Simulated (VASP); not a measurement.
# GdN (P3m1) in VASP: single point with PBEsol

Aim: the single point of GdN with PBEsol.

Program: VASP 6.6.1. These are calculated values, not measurements. Logs are shortened: lines on timing, memory, paths and dates and some standing lists are left out, and cuts for length are marked.

### 1 The cell of the first run

Symmetry: P3m1, No. 156, trigonal system. Conventional cell: a = 3.353 Å, b = 3.353 Å, c = 3.050 Å, α = 90.00°, β = 90.00°, γ = 120.00°. Gd (site symmetry 3m) has 6 N at 2.35 to 2.59 Å and 2 Gd at 3.05 Å within 3.1 Å. N (site symmetry 3m) has 6 Gd at 2.35 to 2.59 Å and 2 N at 3.05 Å within 3.1 Å.

### 2 Single point, PBEsol, collinear spin, ferromagnetic start (atom 2 (N) moved 0.2 Å along z)

File INCAR:

```
ALGO     = Normal         # electronic algorithm
EDIFF    = 1E-6           # SCF threshold, eV
ENCUT    = 520            # plane-wave cutoff, eV
GGA      = PS             # functional
ISIF     = 2              # what is computed and relaxed
ISMEAR   = 0              # smearing method
ISPIN    = 2              # spin polarisation
LASPH    = True           # aspherical terms in the spheres
LCHARG   = False          # write CHGCAR
LMAXMIX  = 6              # l up to which the mixer works
LORBIT   = 11             # projections on sites
LREAL    = False          # projectors in reciprocal space
LWAVE    = False          # write WAVECAR
MAGMOM   = 7.52 0         # initial moments
NBANDS   = 22             # bands
NELM     = 150            # most SCF steps
PREC     = Accurate       # precision mode
SIGMA    = 0.05           # smearing width, eV
```

File KPOINTS:

```
k-points
0
Gamma
  10 10 10
```

File POSCAR:

```
GdN
1.0
    3.3529741404      0.0000000000      0.0000000000
   -1.6764870702      2.9037607838      0.0000000000
    0.0000000000      0.0000000000      3.0495279852
Gd N
1 1
Direct
    0.0000000000      0.0000000000      0.0000000000
    0.6666666667      0.3333333333      0.5655839202
```

Potentials or basis: VASP PAW PBE potentials, release 64 (Gd, N).

Started as:

```bash
$ cat potpaw_PBE.64/Gd/POTCAR potpaw_PBE.64/N/POTCAR > POTCAR
$ mpirun -np 1 vasp_std > vasp.out
```

OUTCAR:

```text
EDIFF = 1E-6
   ENCUT = 520
   GGA = PS
   ISIF = 2
   ISMEAR = 0
   ISPIN = 2
   LASPH = True
   LORBIT = 11
   LREAL = False
   NELM = 150
   PREC = Accurate

 ion  position               nearest neighbor table
   1  0.000  0.000  0.000-   2 2.35   2 2.35   2 2.35   2 2.59   2 2.59   2 2.59
   2  0.667  0.333  0.566-   1 2.35   1 2.35   1 2.35   1 2.59   1 2.59   1 2.59

  LATTYP: Found a hexagonal cell.
 ALAT       =     3.3529741404
 C/A-ratio  =     0.9094994049

  Lattice vectors:

 A1 = (   3.3529741404,   0.0000000000,   0.0000000000)
 A2 = (  -1.6764870702,   2.9037607838,   0.0000000000)
 A3 = (   0.0000000000,   0.0000000000,   3.0495279852)

Analysis of symmetry for initial positions (statically):
=====================================================================
 Subroutine PRICEL returns:
 Original cell was already a primitive cell.

 Routine SETGRP: Setting up the symmetry group for a
 hexagonal supercell.

 Subroutine GETGRP returns: Found  6 space group operations
 (whereof  6 operations were pure point group operations)
 out of a pool of 24 trial point group operations.

The static configuration has the point symmetry C_3v.

Analysis of symmetry for dynamics (positions and initial velocities):
=====================================================================
 Subroutine PRICEL returns:
 Original cell was already a primitive cell.

 Routine SETGRP: Setting up the symmetry group for a
 hexagonal supercell.

 Subroutine GETGRP returns: Found  6 space group operations
 (whereof  6 operations were pure point group operations)
 out of a pool of 24 trial point group operations.

The dynamic configuration has the point symmetry C_3v.

Analysis of structural, dynamic, and magnetic symmetry:
=====================================================================
 Subroutine PRICEL returns:
 Original cell was already a primitive cell.

 Routine SETGRP: Setting up the symmetry group for a
 hexagonal supercell.

 Subroutine GETGRP returns: Found  6 space group operations
 (whereof  6 operations were pure point group operations)
 out of a pool of 24 trial point group operations.

The overall configuration has the point symmetry C_3v.

 Subroutine INISYM returns: Found  6 space group operations
 (whereof  6 operations are pure point group operations),
 and found     1 'primitive' translations

----------------------------------------------------------------------------------------

                                     Primitive cell

  volume of cell :      29.6909

  direct lattice vectors                    reciprocal lattice vectors
     3.352974140  0.000000000  0.000000000     0.298242682  0.172190493  0.000000000
    -1.676487070  2.903760784  0.000000000     0.000000000  0.344380985  0.000000000
     0.000000000  0.000000000  3.049527985     0.000000000  0.000000000  0.327919601

  length of vectors
     3.352974140  3.352974140  3.049527985     0.344380985  0.344380985  0.327919601

  position of ions in fractional coordinates (direct lattice)
     0.000000000  0.000000000  0.000000000
     0.666666667  0.333333333  0.565583920

  ion indices of the primitive-cell ions
   primitive index   ion index
                 1           1
                 2           2

----------------------------------------------------------------------------------------

 KPOINTS: k-points

Automatic generation of k-mesh.
 Grid dimensions read from file:
 generate k-points for:   10   10   10

 Generating k-lattice:

  Cartesian coordinates                     Fractional coordinates (reciprocal lattice)
     0.029824268  0.017219049  0.000000000     0.100000000  0.000000000  0.000000000
     0.000000000  0.034438099  0.000000000     0.000000000  0.100000000  0.000000000
     0.000000000  0.000000000  0.032791960     0.000000000  0.000000000  0.100000000

  Length of vectors
     0.034438099  0.034438099  0.032791960

  Shift w.r.t. Gamma in fractional coordinates (k-lattice)
     0.000000000  0.000000000  0.000000000

 Subroutine IBZKPT returns following result:
 ===========================================

 Found    116 irreducible k-points:

 Following reciprocal coordinates:
            Coordinates               Weight
  0.000000  0.000000  0.000000      1.000000
  0.100000  0.000000  0.000000      6.000000
  0.200000  0.000000  0.000000      6.000000
  0.300000  0.000000  0.000000      6.000000
  0.400000  0.000000  0.000000      6.000000
  0.500000  0.000000  0.000000      3.000000
[... 16 lines left out ...]
  0.000000  0.400000  0.100000      6.000000
  0.500000  0.000000  0.100000      6.000000
 [... further k-points ...]
   k-points           NKPTS =    116   k-points in BZ     NKDIM =    116   number of bands    NBANDS=     22
   number of dos      NEDOS =    301   number of ions     NIONS =      2
   total plane-waves  NPLWV =  18816
   dimension x,y,z NGX =    28 NGY =   28 NGZ =   24
   dimension x,y,z NGXF=    56 NGYF=   56 NGZF=   48
   ions per type =               1   1
   NGX,Y,Z   is equivalent  to a cutoff of  13.88, 13.88, 13.08 a.u.
   NGXF,Y,Z  is equivalent  to a cutoff of  27.77, 27.77, 26.17 a.u.
 SYSTEM =  unknown system
   PREC   = accura    normal or accurate (medium, high low for compatibility)
   ISTART =      0    job   : 0-new  1-cont  2-samecut
   ICHARG =      2    charge: 1-file 2-atom 10-const
   ISPIN  =      2    spin polarized calculation?
   LNONCOLLINEAR =      F non collinear calculations
   LSORBIT =      F    spin-orbit coupling
   LASPH  =      T    aspherical Exc in radial PAW
   ENCUT  =  520.0 eV  38.22 Ry    6.18 a.u.   6.23  6.23  5.67*2*pi/ulx,y,z
   NELM   =    150;   NELMIN=  2; NELMDL= -5     # of ELM steps
   EDIFF  = 0.1E-05   stopping-criterion for ELM
   LREAL  =      F    real-space projection
   EDIFFG = 0.1E-04   stopping-criterion for IOM
   NSW    =      0    number of steps for IOM
   IBRION =     -1    ionic relax: 0-MD 1-quasi-New 2-CG
   NFREE  =      0    steps in history (QN), initial steepest desc. (CG)
   ISIF   =      2    stress and relaxation
   ISYM   =      2    0-nonsym 1-usesym 2-fastsym
   POTIM  = 0.5000    time-step for ionic-motion
   TEBEG  =    0.0;   TEEND  =   0.0 temperature during run
   PSTRESS=    0.0 pullay stress
   NELECT =      23.0000    total number of electrons
   NUPDOWN=      -1.0000    fix difference up-down
   EMIN   =  10.00;   EMAX   =-10.00  energy-range for DOS
   EFERMI =   0.00;   METHOD = LEGACY
   ISMEAR =     0;   SIGMA  =   0.05  broadening in eV -4-tet -1-fermi 0-gaus
   EFERMI_NEDOS =   21; number of points for ismear=-14 and -15
   IALGO  =     38    algorithm
   IMIX   =      4    mixing-type and parameters
     AMIX     =   0.40;   BMIX     =  1.00
     AMIX_MAG =   1.60;   BMIX_MAG =  1.00
  volume/ion in A,a.u.               =      14.85       100.18
  Fermi-wavevector in a.u.,A,eV,Ry     =   1.503521  2.841243 30.757004  2.260576
  Thomas-Fermi vector in A             =   2.614621
   LORBIT       =     11    0 simple, 1 ext, 2 COOP (PROOUT), +10 PAW based schemes
   GGA     = PS    functional components
   LHFCALC =     F    Hartree Fock is set to
   AEXX    =    0.0000 exact exchange contribution
   IVDW    =     0    specifies the selected vdW correction
   LEPSILON=     F    determine dielectric tensor
   LRPA    =     F    only Hartree local field effects (RPA)
 spin polarized calculation
 Gauss-broadening in eV      SIGMA  =   0.05
  energy-cutoff  :      520.00
  volume of cell :       29.69
 maximum number of plane-waves:       827
 NGX is ok and might be reduce to    28
   NGX = 13   NGY = 13   NGZ = 11

 number of electron      23.0000001 magnetization       6.9999893

 Free energy of the ion-electron system (eV)
  ---------------------------------------------------
  ext. energy  EPLUGINS =         0.00000000
  ---------------------------------------------------
  free energy    TOTEN  =       -23.26183305 eV

  energy without entropy =      -23.26183305  energy(sigma->0) =      -23.26183305

 E-fermi :   4.1641     XC(G=0): -11.9710

 val. band max:        3.8941753721   @ k =   0.3000   0.3000   0.5000
 cond. band min:       4.4372418600   @ k =   0.5000   0.0000   0.0000
 fundamental gap:      0.5430664878
 Fermi energy:         4.1640962947

 spin component 1

 k-point     1 :       0.0000    0.0000    0.0000
  band No.  band energies     occupation
      1     -39.7691      1.00000
      2     -16.7329      1.00000
      3     -16.7329      1.00000
      4     -16.4887      1.00000
      5      -9.0263      1.00000
      6       0.6250      1.00000
[... 14 lines left out ...]
     21      11.9383      0.00000
     22      17.1213      0.00000
[... 552 lines left out ...]
  band No.  band energies     occupation
      1     -39.6369      1.00000
      2     -18.0762      1.00000
      3     -16.9964      1.00000
      4     -16.4823      1.00000
      5      -7.6474      1.00000
      6       0.1655      1.00000
[... 14 lines left out ...]
     21      14.2305      0.00000
     22      16.9149      0.00000

 [... further k-points ...]

 spin component 2

 k-point     1 :       0.0000    0.0000    0.0000
  band No.  band energies     occupation
      1     -36.7166      1.00000
      2     -14.4939      1.00000
      3     -14.4939      1.00000
      4     -14.2386      1.00000
      5      -8.9159      1.00000
      6       2.4057      1.00000
[... 14 lines left out ...]
     21      13.1464      0.00000
     22      17.8187      0.00000
[... 552 lines left out ...]
  band No.  band energies     occupation
      1     -36.5494      1.00000
      2     -16.2135      1.00000
      3     -14.8162      1.00000
      4     -14.2065      1.00000
      5      -7.3966      1.00000
      6       0.7248      1.00000
[... 14 lines left out ...]
     21      15.0545      0.00000
     22      18.0188      0.00000

 [... further k-points ...]

------------------------ aborting loop because EDIFF is reached ----------------------------------------

  FORCE on cell =-STRESS in cart. coord.  units (eV):
  Direction    XX          YY          ZZ          XY          YZ          ZX
  --------------------------------------------------------------------------------------
  -------------------------------------------------------------------------------------
  Total        0.3822363      0.3822363      0.3784428      0.0000000      0.0000000      0.0000000
  in kB       20.6261806     20.6261806     20.4214784      0.0000000      0.0000000      0.0000000
  external PRESSURE =      20.5579465 kB  Pullay stress =       0.0000000 kB

 VOLUME and BASIS-vectors are now :
 -----------------------------------------------------------------------------
  energy-cutoff  :      520.00
  volume of cell :       29.69
      direct lattice vectors                 reciprocal lattice vectors
     3.352974140  0.000000000  0.000000000     0.298242682  0.172190493  0.000000000
    -1.676487070  2.903760784  0.000000000     0.000000000  0.344380985  0.000000000
     0.000000000  0.000000000  3.049527985     0.000000000  0.000000000  0.327919601

 POSITION                                       TOTAL-FORCE (eV/Angst)
 -----------------------------------------------------------------------------------
      0.00000      0.00000      0.00000        -0.000000      0.000000      0.157319
      1.67649      0.96792      1.72476         0.000000     -0.000000     -0.157319
 -----------------------------------------------------------------------------------
    total drift:                               -0.000000      0.000000     -0.001155

  FREE ENERGIE OF THE ION-ELECTRON SYSTEM (eV)
  ---------------------------------------------------
  free  energy   TOTEN  =       -23.2618330494 eV

  energy  without entropy=      -23.2618330494  energy(sigma->0) =      -23.26183305

 total charge

# of ion       s       p       d       f       tot
--------------------------------------------------
    1        2.044   5.622   0.614   7.025  15.305
    2        1.244   2.399   0.000   0.000   3.643
--------------------------------------------------
tot          3.288   8.021   0.614   7.025  18.947

 magnetization (x)

# of ion       s       p       d       f       tot
--------------------------------------------------
    1        0.001  -0.065   0.086   6.772   6.793
    2       -0.005  -0.040   0.000   0.000  -0.046
--------------------------------------------------
tot         -0.005  -0.106   0.086   6.772   6.748
```

It took 6.6 min on 1 thread of Intel Xeon Platinum 8488C (Sapphire Rapids), shared host; peak memory 0.28 GiB.

Results:

```yaml
Free_energy: -23.2618 eV
Pressure: 2.1 GPa
Largest_force: 0.157 eV/Å
Band_gap_on_the_k_mesh: 0.54 eV
Net_moment: 7.00 μB per cell
Site_moments: Gd +6.79; N -0.05 μB
Valence_electrons_inside_the_program's_atomic_spheres: Gd 15.30; N 3.64
```

Forces in eV/Å, atoms in the order of the input:
```
Gd   0.000  0.000  0.157
N    0.000  0.000 -0.157
```

Caveat: the cell differs from its parent crystal (atom 2 (N) moved 0.2 Å along z); the PAW data sets were made with another functional, which shifts forces and pressure a little; spin-orbit coupling is left out, which moves the levels of the heavy elements; a cell with one magnetic atom can't hold antiferromagnetic order, which such compounds often take; semilocal functionals describe open f shells poorly, which spoils levels, moments and volumes.
